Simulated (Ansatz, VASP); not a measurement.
**Two plane-wave programs on CaS**

```
CELL_PARAMETERS angstrom
0.00000 2.84300 2.84300
2.84300 0.00000 2.84300
2.84300 2.84300 0.00000
ATOMIC_POSITIONS crystal
Ca 0.00000 0.00000 0.00000
S 0.50000 0.50000 0.50000
```

Alike in both runs: task single point; functional PBE; k mesh 6 × 6 × 6; no spin polarisation.

```csv
,VASP,Ansatz
version,VASP 6.6.1,Ansatz 0.2.0
potentials or method,"VASP PAW PBE potentials, release 64 (Ca_sv, S), cutoff 500 eV","plane waves, PAW"
occupations,"gaussian, width 0.01 eV",fixed
valence electrons in the cell,16,16
```

|  | VASP | Ansatz | Ansatz less VASP |
| --- | --- | --- | --- |
| gap on the k mesh at the Fermi level (eV) | 2.35 | 2.35 | +0.005 |
